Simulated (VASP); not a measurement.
Input of a VASP 6.6.1 run:

File INCAR:

```
SYSTEM = Ba2SrP2
PREC     = Accurate       ! precision mode
ENCUT    = 520            ! plane-wave cutoff, eV
EDIFF    = 1E-7           ! SCF threshold, eV
ISMEAR   = 0              ! smearing method
SIGMA    = 0.2            ! smearing width, eV
LREAL    = .False.        ! projectors in reciprocal space
LASPH    = .True.         ! aspherical terms in the spheres
NELM     = 80             ! most SCF steps
ALGO     = Normal         ! electronic algorithm
ISIF     = 2              ! what is computed and relaxed
LWAVE    = .False.        ! write WAVECAR
LCHARG   = .False.        ! write CHGCAR
GGA      = PE             ! functional
NBANDS   = 28             ! bands
```

File KPOINTS:

```
regular mesh
0
Gamma
  4 4 2
  0 0 0
```

Contents of POSCAR:

```
Ba2SrP2
1.0
    5.1000534958      0.0000000031      0.0000000000
   -2.5500267506      4.4167758865      0.0000000000
    0.0000000000      0.0000000000      7.9904291145
Ba Sr P
2 1 2
Direct
    0.6666666667      0.3333333333      0.3487317195
    0.0000000000      0.0000000000     -0.0023812626
    0.3333333333      0.6666666667      0.6540934148
    0.3333333333      0.6666666667      0.2365119664
    0.6666666667      0.3333333333      0.7630441619
```

Potentials or basis: VASP PAW PBE potentials, release 64 (Ba_sv, Sr_sv, P).

Launch:

```sh
$ cat potpaw_PBE.64/Ba_sv/POTCAR potpaw_PBE.64/Sr_sv/POTCAR potpaw_PBE.64/P/POTCAR > POTCAR
$ mpirun -np 1 vasp_std > vasp.out
```

(1) What does it give for the pressure?

(2) Predict the largest force.

Answers

(1) 0.5 GPa.

(2) 0.067 eV/Å.
